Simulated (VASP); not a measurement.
# Ge2Sb2Te5 (P-3m1) in VASP: single point with r2SCAN+D3(BJ)

Aim: the single point of Ge2Sb2Te5 with r2SCAN+D3(BJ).

Everything below comes from runs of VASP 6.6.1. Logs are shortened: lines on timing, memory, paths and dates and some standing lists are left out, and cuts for length are marked.

### Step 1. The cell of the first run

Symmetry: P-3m1, No. 164, trigonal system. The conventional cell has a = 4.240 Å, b = 4.240 Å, c = 17.225 Å, α = 90.00°, β = 90.00°, γ = 120.00°. Within 3.9 Å of Ge (site symmetry 3m) lie 6 Te at 2.96 to 2.98 Å. Sb (site symmetry 3m) has 6 Te at 2.98 to 3.17 Å within 3.9 Å. Within 3.9 Å of Te (site symmetry -3m) lie 6 Ge at 2.98 Å. Within 3.9 Å of Te (site symmetry 3m) lie 3 Ge at 2.96 Å and 3 Sb at 3.17 Å. Te (site symmetry 3m) has 3 Sb at 2.98 Å and 3 Te at 3.90 Å within 3.9 Å.

### Step 2. Single point, r2SCAN+D3(BJ)

Input file POSCAR:

```
Ge2Sb2Te5
1.0
    4.2403728445      0.0000000000      0.0000000000
   -2.1201864222      3.6722706048      0.0000000000
    0.0000000000      0.0000000000     17.2252776925
Ge Sb Te
2 2 5
Direct
    0.3333333333      0.6666666667      0.9009244802
    0.6666666667      0.3333333333      0.0990755198
    0.0000000000      0.0000000000      0.6871217505
    0.0000000000      0.0000000000      0.3128782495
    0.0000000000      0.0000000000      0.0000000000
    0.6666666667      0.3333333333      0.8041291007
    0.3333333333      0.6666666667      0.1958708993
    0.3333333333      0.6666666667      0.5880682844
    0.6666666667      0.3333333333      0.4119317156
```

Input file INCAR.step1:

```
PREC = Accurate
ENCUT = 520
ISMEAR = 0
SIGMA = 0.05
LREAL = False
LASPH = True
NELM = 80
NBANDS = 44
GGA = PE
ALGO = Normal
EDIFF = 1E-4
LWAVE = True
LCHARG = False
```

Input file INCAR.step2:

```
PREC = Accurate
ENCUT = 520
EDIFF = 1E-7
ISMEAR = 0
SIGMA = 0.05
LREAL = False
LASPH = True
NELM = 80
ALGO = Normal
ISIF = 2
LWAVE = False
LCHARG = False
METAGGA = R2SCAN
LMIXTAU = True
IVDW = 12
VDW_S6 = 1.0
VDW_S8 = 0.78981345
VDW_A1 = 0.49484001
VDW_A2 = 5.73083694
NBANDS = 44
ISTART = 1
```

Input file KPOINTS:

```
Automatic mesh
0
Gamma
  10 10 2
```

Potentials or basis: VASP PAW PBE potentials, release 64 (Ge_d, Sb, Te).

Started as:

```sh
$ cat potpaw_PBE.64/Ge_d/POTCAR potpaw_PBE.64/Sb/POTCAR potpaw_PBE.64/Te/POTCAR > POTCAR
$ cp INCAR.step1 INCAR
$ mpirun -np 1 vasp_std > vasp.out
$ cp INCAR.step2 INCAR
$ mpirun -np 1 vasp_std > vasp.out
```

OUTCAR:

```text
PREC = Accurate
   ENCUT = 520
   EDIFF = 1E-7
   ISMEAR = 0
   LREAL = False
   LASPH = True
   NELM = 80
   ISIF = 2
   METAGGA = R2SCAN
   IVDW = 12
   ISTART = 1
 IVDW          = 12

 ion  position               nearest neighbor table
   1  0.333  0.667  0.901-   6 2.96   6 2.96   6 2.96   5 2.98   5 2.98   5 2.98
   2  0.667  0.333  0.099-   7 2.96   7 2.96   7 2.96   5 2.98   5 2.98   5 2.98
   3  0.000  0.000  0.687-   8 2.98   8 2.98   8 2.98   6 3.17   6 3.17   6 3.17
   4  0.000  0.000  0.313-   9 2.98   9 2.98   9 2.98   7 3.17   7 3.17   7 3.17
   5  0.000  0.000  0.000-   1 2.98   2 2.98   1 2.98   2 2.98   2 2.98   1 2.98
   6  0.667  0.333  0.804-   1 2.96   1 2.96   1 2.96   3 3.17   3 3.17   3 3.17
   7  0.333  0.667  0.196-   2 2.96   2 2.96   2 2.96   4 3.17   4 3.17   4 3.17
   8  0.333  0.667  0.588-   3 2.98   3 2.98   3 2.98
   9  0.667  0.333  0.412-   4 2.98   4 2.98   4 2.98

  LATTYP: Found a hexagonal cell.
 ALAT       =     4.2403728445
 C/A-ratio  =     4.0622082831

  Lattice vectors:

 A1 = (   4.2403728445,   0.0000000000,   0.0000000000)
 A2 = (  -2.1201864222,   3.6722706048,   0.0000000000)
 A3 = (   0.0000000000,   0.0000000000,  17.2252776925)

Analysis of symmetry for initial positions (statically):
=====================================================================
 Subroutine PRICEL returns:
 Original cell was already a primitive cell.

 Routine SETGRP: Setting up the symmetry group for a
 hexagonal supercell.

 Subroutine GETGRP returns: Found 12 space group operations
 (whereof 12 operations were pure point group operations)
 out of a pool of 24 trial point group operations.

The static configuration has the point symmetry D_3d.

Analysis of symmetry for dynamics (positions and initial velocities):
=====================================================================
 Subroutine PRICEL returns:
 Original cell was already a primitive cell.

 Routine SETGRP: Setting up the symmetry group for a
 hexagonal supercell.

 Subroutine GETGRP returns: Found 12 space group operations
 (whereof 12 operations were pure point group operations)
 out of a pool of 24 trial point group operations.

The dynamic configuration has the point symmetry D_3d.

 Subroutine INISYM returns: Found 12 space group operations
 (whereof 12 operations are pure point group operations),
 and found     1 'primitive' translations

----------------------------------------------------------------------------------------

                                     Primitive cell

  volume of cell :     268.2285

  direct lattice vectors                    reciprocal lattice vectors
     4.240372845  0.000000000  0.000000000     0.235828319  0.136155543  0.000000000
    -2.120186422  3.672270605  0.000000000     0.000000000  0.272311087  0.000000000
     0.000000000  0.000000000 17.225277693     0.000000000  0.000000000  0.058054216

  length of vectors
     4.240372845  4.240372844 17.225277693     0.272311087  0.272311087  0.058054216

  position of ions in fractional coordinates (direct lattice)
     0.333333333  0.666666667  0.900924480
     0.666666667  0.333333333  0.099075520
     0.000000000  0.000000000  0.687121750
     0.000000000  0.000000000  0.312878250
     0.000000000  0.000000000  0.000000000
     0.666666667  0.333333333  0.804129101
     0.333333333  0.666666667  0.195870899
     0.333333333  0.666666667  0.588068284
     0.666666667  0.333333333  0.411931716

  ion indices of the primitive-cell ions
   primitive index   ion index
                 1           1
                 2           2
                 3           3
                 4           4
                 5           5
                 6           6
                 7           7
                 8           8
                 9           9

----------------------------------------------------------------------------------------

 KPOINTS: Automatic mesh

Automatic generation of k-mesh.
 Grid dimensions read from file:
 generate k-points for:   10   10    2

 Generating k-lattice:

  Cartesian coordinates                     Fractional coordinates (reciprocal lattice)
     0.023582832  0.013615554  0.000000000     0.100000000 -0.000000000  0.000000000
     0.000000000  0.027231109  0.000000000     0.000000000  0.100000000  0.000000000
     0.000000000  0.000000000  0.029027108     0.000000000  0.000000000  0.500000000

  Length of vectors
     0.027231109  0.027231109  0.029027108

  Shift w.r.t. Gamma in fractional coordinates (k-lattice)
     0.000000000  0.000000000  0.000000000

 Subroutine IBZKPT returns following result:
 ===========================================

 Found     28 irreducible k-points:

 Following reciprocal coordinates:
            Coordinates               Weight
  0.000000  0.000000  0.000000      1.000000
  0.100000 -0.000000  0.000000      6.000000
  0.200000 -0.000000  0.000000      6.000000
  0.300000  0.000000  0.000000      6.000000
  0.400000  0.000000  0.000000      6.000000
  0.500000  0.000000  0.000000      3.000000
[... 16 lines left out ...]
  0.300000  0.100000  0.500000     12.000000
  0.400000  0.100000  0.500000     12.000000
 [... further k-points ...]
   k-points           NKPTS =     28   k-points in BZ     NKDIM =     28   number of bands    NBANDS=     44
   number of dos      NEDOS =    301   number of ions     NIONS =      9
   total plane-waves  NPLWV = 131072
   dimension x,y,z NGX =    32 NGY =   32 NGZ =  128
   dimension x,y,z NGXF=    64 NGYF=   64 NGZF=  256
   ions per type =               2   2   5
   NGX,Y,Z   is equivalent  to a cutoff of  12.55, 12.55, 12.35 a.u.
   NGXF,Y,Z  is equivalent  to a cutoff of  25.09, 25.09, 24.71 a.u.
 SYSTEM =  unknown system
   PREC   = accura    normal or accurate (medium, high low for compatibility)
   ISTART =      1    job   : 0-new  1-cont  2-samecut
   ICHARG =      0    charge: 1-file 2-atom 10-const
   ISPIN  =      1    spin polarized calculation?
   LNONCOLLINEAR =      F non collinear calculations
   LSORBIT =      F    spin-orbit coupling
   LASPH  =      T    aspherical Exc in radial PAW
   ENCUT  =  520.0 eV  38.22 Ry    6.18 a.u.   7.88  7.88 32.03*2*pi/ulx,y,z
   NELM   =     80;   NELMIN=  2; NELMDL=  0     # of ELM steps
   EDIFF  = 0.1E-06   stopping-criterion for ELM
   LREAL  =      F    real-space projection
   EDIFFG = 0.1E-05   stopping-criterion for IOM
   NSW    =      0    number of steps for IOM
   IBRION =     -1    ionic relax: 0-MD 1-quasi-New 2-CG
   NFREE  =      0    steps in history (QN), initial steepest desc. (CG)
   ISIF   =      2    stress and relaxation
   ISYM   =      2    0-nonsym 1-usesym 2-fastsym
   POTIM  = 0.5000    time-step for ionic-motion
   TEBEG  =    0.0;   TEEND  =   0.0 temperature during run
   PSTRESS=    0.0 pullay stress
   NELECT =      68.0000    total number of electrons
   NUPDOWN=      -1.0000    fix difference up-down
   EMIN   =  10.00;   EMAX   =-10.00  energy-range for DOS
   EFERMI =   0.00;   METHOD = LEGACY
   ISMEAR =     0;   SIGMA  =   0.05  broadening in eV -4-tet -1-fermi 0-gaus
   EFERMI_NEDOS =   21; number of points for ismear=-14 and -15
   IALGO  =     38    algorithm
   IMIX   =      4    mixing-type and parameters
     AMIX     =   0.40;   BMIX     =  1.00
     AMIX_MAG =   1.60;   BMIX_MAG =  1.00
  volume/ion in A,a.u.               =      29.80       201.12
  Fermi-wavevector in a.u.,A,eV,Ry     =   1.036119  1.957980 14.606423  1.073542
  Thomas-Fermi vector in A             =   2.170494
   LORBIT       =      0    0 simple, 1 ext, 2 COOP (PROOUT), +10 PAW based schemes
   METAGGA = R2SCAN    functional components
   LHFCALC =     F    Hartree Fock is set to
   AEXX    =    0.0000 exact exchange contribution
   IVDW    =    12    specifies the selected vdW correction
   LEPSILON=     F    determine dielectric tensor
   LRPA    =     F    only Hartree local field effects (RPA)
 non-spin polarized calculation
 Gauss-broadening in eV      SIGMA  =   0.05
  energy-cutoff  :      520.00
  volume of cell :      268.23
 maximum number of plane-waves:      7272
 NGX is ok and might be reduce to    32
   NGX = 15   NGY = 15   NGZ = 65

 number of electron      67.9999993 magnetization

 Free energy of the ion-electron system (eV)
  ---------------------------------------------------
  ext. energy  EPLUGINS =         0.00000000
  ---------------------------------------------------
  free energy    TOTEN  =      -206.89415084 eV

  energy without entropy =     -206.89415083  energy(sigma->0) =     -206.89415084

 E-fermi :   6.4996     XC(G=0): -10.0002

 val. band max:        6.3407243131   @ k =   0.0000   0.0000   0.0000
 cond. band min:       6.6635127083   @ k =   0.0000   0.0000   0.0000
 fundamental gap:      0.3227883952
 Fermi energy:         6.4995546560

 k-point     1 :       0.0000    0.0000    0.0000
  band No.  band energies     occupation
      1     -19.3460      2.00000
      2     -19.3460      2.00000
      3     -19.3451      2.00000
      4     -19.3450      2.00000
      5     -19.3365      2.00000
      6     -19.3363      2.00000
[... 36 lines left out ...]
     43       8.2829      0.00000
     44       9.3463      0.00000

 k-point     2 :       0.1000   -0.0000    0.0000
  band No.  band energies     occupation
      1     -19.3464      2.00000
      2     -19.3459      2.00000
      3     -19.3453      2.00000
      4     -19.3449      2.00000
      5     -19.3364      2.00000
      6     -19.3362      2.00000
[... 36 lines left out ...]
     43       8.5758      0.00000
     44       9.4388      0.00000

 k-point     3 :       0.2000   -0.0000    0.0000
  band No.  band energies     occupation
      1     -19.3474      2.00000
      2     -19.3458      2.00000
      3     -19.3458      2.00000
      4     -19.3446      2.00000
      5     -19.3362      2.00000
      6     -19.3358      2.00000
[... 976 lines left out ...]
     43       9.8809      0.00000
     44      10.3438      0.00000

 k-point    24 :       0.4000    0.1000    0.5000
  band No.  band energies     occupation
      1     -19.3496      2.00000
      2     -19.3474      2.00000
      3     -19.3459      2.00000
      4     -19.3441      2.00000
      5     -19.3363      2.00000
      6     -19.3348      2.00000
[... 36 lines left out ...]
     43      10.0354      0.00000
     44      10.3965      0.00000

 [... further k-points ...]

------------------------ aborting loop because EDIFF is reached ----------------------------------------

 Edisp (eV)   -1.77100

 E8    (eV) :    -0.6365

  FORCE on cell =-STRESS in cart. coord.  units (eV):
  Direction    XX          YY          ZZ          XY          YZ          ZX
  --------------------------------------------------------------------------------------
  -------------------------------------------------------------------------------------
  Total      -0.01977    -0.01977    -0.00702    -0.00000     0.00000     0.00000
  in kB      -0.11806    -0.11806    -0.04194    -0.00000     0.00000     0.00000
  external pressure =       -0.09 kB  Pullay stress =        0.00 kB

 VOLUME and BASIS-vectors are now :
 -----------------------------------------------------------------------------
  energy-cutoff  :      520.00
  volume of cell :      268.23
      direct lattice vectors                 reciprocal lattice vectors
     4.240372845  0.000000000  0.000000000     0.235828319  0.136155543  0.000000000
    -2.120186422  3.672270605  0.000000000     0.000000000  0.272311087  0.000000000
     0.000000000  0.000000000 17.225277693     0.000000000  0.000000000  0.058054216

 POSITION                                       TOTAL-FORCE (eV/Angst)
 -----------------------------------------------------------------------------------
     -0.00000      2.44818     15.51867        -0.000000      0.000000      0.000559
      2.12019      1.22409      1.70660         0.000000     -0.000000     -0.000559
      0.00000      0.00000     11.83586         0.000000      0.000000      0.028731
      0.00000      0.00000      5.38941         0.000000     -0.000000     -0.028731
      0.00000      0.00000      0.00000         0.000000     -0.000000     -0.000000
      2.12019      1.22409     13.85135         0.000000     -0.000000     -0.006527
     -0.00000      2.44818      3.37393         0.000000      0.000000      0.006527
     -0.00000      2.44818     10.12964         0.000000     -0.000000     -0.024728
      2.12019      1.22409      7.09564        -0.000000     -0.000000      0.024728
 -----------------------------------------------------------------------------------
    total drift:                               -0.000000      0.000000     -0.000000

  FREE ENERGIE OF THE ION-ELECTRON SYSTEM (eV)
  ---------------------------------------------------
  free  energy   TOTEN  =      -208.6651476366 eV

  energy  without entropy=     -208.6651476247  energy(sigma->0) =     -208.66514763
```

It took 16 min on 1 thread of Intel Xeon Platinum 8559C (Emerald Rapids), shared host; peak memory 0.55 GiB.

What came out:

| Property | Result |
| --- | --- |
| Free energy | -208.6651 eV |
| Pressure | 0.0 GPa |
| Largest force | 0.029 eV/Å |
| Band gap on the k mesh | 0.32 eV |
| Dispersion energy per atom | -0.197 eV |

Forces on the atoms (eV/Å):
```
Ge   0.000  0.000  0.001
Ge   0.000  0.000 -0.001
Sb   0.000  0.000  0.029
Sb   0.000  0.000 -0.029
Te   0.000  0.000  0.000
Te   0.000  0.000 -0.007
Te   0.000  0.000  0.007
Te   0.000  0.000 -0.025
Te   0.000  0.000  0.025
```

Caveat: the PAW data sets were made with another functional, which shifts forces and pressure a little; spin-orbit coupling is left out, which moves the levels of the heavy elements. A k mesh can miss the band edges.
